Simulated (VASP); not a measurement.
# PbS (Fm-3m) in VASP: further runs

Runs on PbS. Level: PBE+D3(BJ). Tasks: single point.

All numbers are computed with VASP 6.6.1; they aren't measurements. Logs are shortened: lines on timing, memory, paths and dates and some standing lists are left out, and cuts for length are marked.

## 1. The cell of the first run

It takes space group Fm-3m (No. 225, cubic). Conventional cell: a = 5.936 Å, b = 5.936 Å, c = 5.936 Å, α = 90.00°, β = 90.00°, γ = 90.00°. Pb (site symmetry m-3m) has 6 S at 2.97 Å within 3.9 Å. S (site symmetry m-3m) has 6 Pb at 2.97 Å within 3.9 Å.

## 2. Single point, PBE+D3(BJ)

Contents of INCAR:

```
SYSTEM = PbS
PREC = Accurate
ENCUT = 520
EDIFF = 1E-6
ISMEAR = 0
SIGMA = 0.02
LREAL = .False.
LASPH = .True.
NELM = 60
ALGO = Normal
ISIF = 2
LWAVE = .False.
LCHARG = .False.
GGA = PE
IVDW = 12
NBANDS = 17
```

Contents of KPOINTS:

```
regular mesh
0
Gamma
  10 10 10
  0 0 0
```

Contents of POSCAR:

```
PbS
1.0
    0.0000000000      2.9679283527      2.9679283527
    2.9679283527      0.0000000000      2.9679283527
    2.9679283527      2.9679283527      0.0000000000
Pb S
1 1
Direct
    0.0000000000      0.0000000000      0.0000000000
    0.5000000000      0.5000000000      0.5000000000
```

Potentials or basis: VASP PAW PBE potentials, release 64 (Pb_d, S).

On the command line:

```
cat potpaw_PBE.64/Pb_d/POTCAR potpaw_PBE.64/S/POTCAR > POTCAR
mpirun -np 1 vasp_std > vasp.out
```

OUTCAR:

```text
SYSTEM = PbS
   PREC = Accurate
   ENCUT = 520
   EDIFF = 1E-6
   ISMEAR = 0
   LREAL = .False.
   LASPH = .True.
   NELM = 60
   ISIF = 2
   GGA = PE
   IVDW = 12
 IVDW          = 12

 ion  position               nearest neighbor table
   1  0.000  0.000  0.000-   2 2.97   2 2.97   2 2.97   2 2.97   2 2.97   2 2.97
   2  0.500  0.500  0.500-   1 2.97   1 2.97   1 2.97   1 2.97   1 2.97   1 2.97

  LATTYP: Found a face centered cubic cell.
 ALAT       =     5.9358567054

  Lattice vectors:

 A1 = (   0.0000000000,   2.9679283527,   2.9679283527)
 A2 = (   2.9679283527,   0.0000000000,   2.9679283527)
 A3 = (   2.9679283527,   2.9679283527,   0.0000000000)

Analysis of symmetry for initial positions (statically):
=====================================================================
 Subroutine PRICEL returns:
 Original cell was already a primitive cell.

 Routine SETGRP: Setting up the symmetry group for a
 face centered cubic supercell.

 Subroutine GETGRP returns: Found 48 space group operations
 (whereof 48 operations were pure point group operations)
 out of a pool of 48 trial point group operations.

The static configuration has the point symmetry O_h .

Analysis of symmetry for dynamics (positions and initial velocities):
=====================================================================
 Subroutine PRICEL returns:
 Original cell was already a primitive cell.

 Routine SETGRP: Setting up the symmetry group for a
 face centered cubic supercell.

 Subroutine GETGRP returns: Found 48 space group operations
 (whereof 48 operations were pure point group operations)
 out of a pool of 48 trial point group operations.

The dynamic configuration has the point symmetry O_h .

 Subroutine INISYM returns: Found 48 space group operations
 (whereof 48 operations are pure point group operations),
 and found     1 'primitive' translations

----------------------------------------------------------------------------------------

                                     Primitive cell

  volume of cell :      52.2866

  direct lattice vectors                    reciprocal lattice vectors
     0.000000000  2.967928353  2.967928353    -0.168467679  0.168467679  0.168467679
     2.967928353  0.000000000  2.967928353     0.168467679 -0.168467679  0.168467679
     2.967928353  2.967928353  0.000000000     0.168467679  0.168467679 -0.168467679

  length of vectors
     4.197284529  4.197284529  4.197284529     0.291794579  0.291794579  0.291794579

  position of ions in fractional coordinates (direct lattice)
     0.000000000  0.000000000  0.000000000
     0.500000000  0.500000000  0.500000000

  ion indices of the primitive-cell ions
   primitive index   ion index
                 1           1
                 2           2

----------------------------------------------------------------------------------------

 KPOINTS: regular mesh

Automatic generation of k-mesh.
 Grid dimensions read from file:
 generate k-points for:   10   10   10

 Generating k-lattice:

  Cartesian coordinates                     Fractional coordinates (reciprocal lattice)
    -0.016846768  0.016846768  0.016846768     0.100000000  0.000000000  0.000000000
     0.016846768 -0.016846768  0.016846768     0.000000000  0.100000000  0.000000000
     0.016846768  0.016846768 -0.016846768     0.000000000  0.000000000  0.100000000

  Length of vectors
     0.029179458  0.029179458  0.029179458

  Shift w.r.t. Gamma in fractional coordinates (k-lattice)
     0.000000000  0.000000000  0.000000000

 Subroutine IBZKPT returns following result:
 ===========================================

 Found     47 irreducible k-points:

 Following reciprocal coordinates:
            Coordinates               Weight
  0.000000  0.000000  0.000000      1.000000
  0.100000  0.000000  0.000000      8.000000
  0.200000  0.000000  0.000000      8.000000
  0.300000  0.000000  0.000000      8.000000
  0.400000  0.000000  0.000000      8.000000
  0.500000  0.000000  0.000000      4.000000
[... 16 lines left out ...]
  0.300000  0.300000  0.000000      6.000000
  0.400000  0.300000  0.000000     24.000000
 [... further k-points ...]
   k-points           NKPTS =     47   k-points in BZ     NKDIM =     47   number of bands    NBANDS=     17
   number of dos      NEDOS =    301   number of ions     NIONS =      2
   total plane-waves  NPLWV =  32768
   dimension x,y,z NGX =    32 NGY =   32 NGZ =   32
   dimension x,y,z NGXF=    64 NGYF=   64 NGZF=   64
   ions per type =               1   1
   NGX,Y,Z   is equivalent  to a cutoff of  12.67, 12.67, 12.67 a.u.
   NGXF,Y,Z  is equivalent  to a cutoff of  25.35, 25.35, 25.35 a.u.
 SYSTEM =  PbS
   PREC   = accura    normal or accurate (medium, high low for compatibility)
   ISTART =      0    job   : 0-new  1-cont  2-samecut
   ICHARG =      2    charge: 1-file 2-atom 10-const
   ISPIN  =      1    spin polarized calculation?
   LNONCOLLINEAR =      F non collinear calculations
   LSORBIT =      F    spin-orbit coupling
   LASPH  =      T    aspherical Exc in radial PAW
   ENCUT  =  520.0 eV  38.22 Ry    6.18 a.u.   7.80  7.80  7.80*2*pi/ulx,y,z
   NELM   =     60;   NELMIN=  2; NELMDL= -5     # of ELM steps
   EDIFF  = 0.1E-05   stopping-criterion for ELM
   LREAL  =      F    real-space projection
   EDIFFG = 0.1E-04   stopping-criterion for IOM
   NSW    =      0    number of steps for IOM
   IBRION =     -1    ionic relax: 0-MD 1-quasi-New 2-CG
   NFREE  =      0    steps in history (QN), initial steepest desc. (CG)
   ISIF   =      2    stress and relaxation
   ISYM   =      2    0-nonsym 1-usesym 2-fastsym
   POTIM  = 0.5000    time-step for ionic-motion
   TEBEG  =    0.0;   TEEND  =   0.0 temperature during run
   PSTRESS=    0.0 pullay stress
   NELECT =      20.0000    total number of electrons
   NUPDOWN=      -1.0000    fix difference up-down
   EMIN   =  10.00;   EMAX   =-10.00  energy-range for DOS
   EFERMI =   0.00;   METHOD = LEGACY
   ISMEAR =     0;   SIGMA  =   0.02  broadening in eV -4-tet -1-fermi 0-gaus
   EFERMI_NEDOS =   21; number of points for ismear=-14 and -15
   IALGO  =     38    algorithm
   IMIX   =      4    mixing-type and parameters
     AMIX     =   0.40;   BMIX     =  1.00
     AMIX_MAG =   1.60;   BMIX_MAG =  1.00
  volume/ion in A,a.u.               =      26.14       176.42
  Fermi-wavevector in a.u.,A,eV,Ry     =   1.188378  2.245710 19.214736  1.412243
  Thomas-Fermi vector in A             =   2.324509
   LORBIT       =      0    0 simple, 1 ext, 2 COOP (PROOUT), +10 PAW based schemes
   GGA     = PE    functional components
   LHFCALC =     F    Hartree Fock is set to
   AEXX    =    0.0000 exact exchange contribution
   IVDW    =    12    specifies the selected vdW correction
   LEPSILON=     F    determine dielectric tensor
   LRPA    =     F    only Hartree local field effects (RPA)
 non-spin polarized calculation
 Gauss-broadening in eV      SIGMA  =   0.02
  energy-cutoff  :      520.00
  volume of cell :       52.29
 maximum number of plane-waves:      1423
   NGX = 15   NGY = 15   NGZ = 15

 number of electron      19.9999998 magnetization

 Free energy of the ion-electron system (eV)
  ---------------------------------------------------
  ext. energy  EPLUGINS =         0.00000000
  ---------------------------------------------------
  free energy    TOTEN  =        -8.75713208 eV

  energy without entropy =       -8.75713208  energy(sigma->0) =       -8.75713208

 E-fermi :   5.9130     XC(G=0):  -9.6717

 val. band max:        5.7920192032   @ k =   0.5000   0.0000   0.0000
 cond. band min:       6.1639702523   @ k =   0.5000   0.0000   0.0000
 fundamental gap:      0.3719510491
 Fermi energy:         5.9130018036

 k-point     1 :       0.0000    0.0000    0.0000
  band No.  band energies     occupation
      1     -11.0272      2.00000
      2     -11.0272      2.00000
      3     -11.0272      2.00000
      4     -11.0106      2.00000
      5     -11.0106      2.00000
      6      -7.7834      2.00000
[... 9 lines left out ...]
     16      12.5299      0.00000
     17      14.4585      0.00000

 k-point     2 :       0.1000    0.0000    0.0000
  band No.  band energies     occupation
      1     -11.0267      2.00000
      2     -11.0248      2.00000
      3     -11.0248      2.00000
      4     -11.0116      2.00000
      5     -11.0116      2.00000
      6      -7.6980      2.00000
[... 9 lines left out ...]
     16      12.7816      0.00000
     17      15.2945      0.00000

 k-point     3 :       0.2000    0.0000    0.0000
  band No.  band energies     occupation
      1     -11.0264      2.00000
      2     -11.0264      2.00000
      3     -11.0256      2.00000
      4     -11.0063      2.00000
      5     -11.0063      2.00000
      6      -7.4531      2.00000
[... 9 lines left out ...]
     16      13.3576      0.00000
     17      16.8543      0.00000

 k-point     4 :       0.3000    0.0000    0.0000
  band No.  band energies     occupation
      1     -11.0343      2.00000
      2     -11.0343      2.00000
      3     -11.0247      2.00000
      4     -10.9937      2.00000
      5     -10.9937      2.00000
      6      -7.0917      2.00000
[... 9 lines left out ...]
     16      14.2042      0.00000
     17      18.1623      0.00000
[... 343 lines left out ...]
      1     -11.0409      2.00000
      2     -11.0281      2.00000
      3     -11.0207      2.00000
      4     -11.0049      2.00000
      5     -10.9929      2.00000
      6      -6.9604      2.00000
[... 9 lines left out ...]
     16      15.6803      0.00000
     17      16.0569      0.00000

 k-point    23 :       0.3000    0.3000    0.0000
  band No.  band energies     occupation
      1     -11.0945      2.00000
      2     -11.0437      2.00000
      3     -10.9939      2.00000
      4     -10.9883      2.00000
      5     -10.9883      2.00000
      6      -6.8295      2.00000
[... 9 lines left out ...]
     16      16.3752      0.00000
     17      16.6724      0.00000

 k-point    24 :       0.4000    0.3000    0.0000
  band No.  band energies     occupation
      1     -11.1147      2.00000
      2     -11.0436      2.00000
      3     -10.9968      2.00000
      4     -10.9820      2.00000
      5     -10.9771      2.00000
      6      -6.5393      2.00000
[... 9 lines left out ...]
     16      16.8229      0.00000
     17      17.4267      0.00000

 [... further k-points ...]

------------------------ aborting loop because EDIFF is reached ----------------------------------------

 Edisp (eV)   -0.69285

 E8    (eV) :    -0.3120

  FORCE on cell =-STRESS in cart. coord.  units (eV):
  Direction    XX          YY          ZZ          XY          YZ          ZX
  --------------------------------------------------------------------------------------
  -------------------------------------------------------------------------------------
  Total      -0.04281    -0.04281    -0.04281    -0.00000    -0.00000     0.00000
  in kB      -1.31176    -1.31176    -1.31176    -0.00000    -0.00000     0.00000
  external pressure =       -1.31 kB  Pullay stress =        0.00 kB

 VOLUME and BASIS-vectors are now :
 -----------------------------------------------------------------------------
  energy-cutoff  :      520.00
  volume of cell :       52.29
      direct lattice vectors                 reciprocal lattice vectors
     0.000000000  2.967928353  2.967928353    -0.168467679  0.168467679  0.168467679
     2.967928353  0.000000000  2.967928353     0.168467679 -0.168467679  0.168467679
     2.967928353  2.967928353  0.000000000     0.168467679  0.168467679 -0.168467679

 POSITION                                       TOTAL-FORCE (eV/Angst)
 -----------------------------------------------------------------------------------
      0.00000      0.00000      0.00000         0.000000     -0.000000      0.000000
      2.96793      2.96793      2.96793         0.000000      0.000000     -0.000000
 -----------------------------------------------------------------------------------
    total drift:                                0.000000     -0.000000     -0.000000

  FREE ENERGIE OF THE ION-ELECTRON SYSTEM (eV)
  ---------------------------------------------------
  free  energy   TOTEN  =        -9.4499789341 eV

  energy  without entropy=       -9.4499789341  energy(sigma->0) =       -9.44997893
```

Wall time 48 s (1 thread of AMD EPYC 7R13, shared host); peak memory 0.18 GiB.

Results:

```
Free energy                : -9.4500 eV
Pressure                   : -0.1 GPa
Band gap on the k mesh     : 0.37 eV
Dispersion energy per atom : -0.346 eV
```

Caveat: spin-orbit coupling is left out, which moves the levels of the heavy elements.

## 3. Single point, PBE+D3(BJ)

Contents of INCAR:

```
PREC = Accurate ; ENCUT = 520
EDIFF = 1E-6 ; ISMEAR = 0
SIGMA = 0.02 ; LREAL = False
LASPH = True ; NELM = 60
ALGO = Normal ; ISIF = 2
LWAVE = False ; LCHARG = True
GGA = PE ; IVDW = 12
LELF = True ; LVHAR = True
NBANDS = 17
```

Contents of KPOINTS:

```
regular mesh
0
Gamma
  10 10 10
```

POSCAR is that of step 2.

Potentials or basis: VASP PAW PBE potentials, release 64 (Pb_d, S).

On the command line:

```
cat potpaw_PBE.64/Pb_d/POTCAR potpaw_PBE.64/S/POTCAR > POTCAR
mpirun -np 1 vasp_std > vasp.out
```

Run time: 48 s. Hardware: 1 thread of AMD EPYC 7R13, shared host; peak memory 0.18 GiB.

Results (log left out):

| Quantity | Value |
| --- | --- |
| Free energy | -9.4500 eV |
| Pressure | -0.1 GPa |
| Band gap on the k mesh | 0.37 eV |
| Dispersion energy per atom | -0.346 eV |

Levels at points of the mesh, in eV from the valence-band top:
```
           k point  band 6  band 7  band 8  band 9  band 10  band 11  band 12  band 13  band 14  band 15
(0.00, 0.00, 0.00)  -13.58   -6.04   -2.16   -2.16    -2.16     5.21     5.21     5.21     6.74     6.74
(0.50, 0.00, 0.00)  -12.34   -8.83   -1.77   -1.77     0.00     0.37     1.97     1.97     8.66    10.13
(0.50, 0.50, 0.00)  -11.91   -7.20   -5.18   -3.43    -3.43     3.87     5.57     5.68     5.68    11.17
```

Caveat: spin-orbit coupling is left out, which moves the levels of the heavy elements.
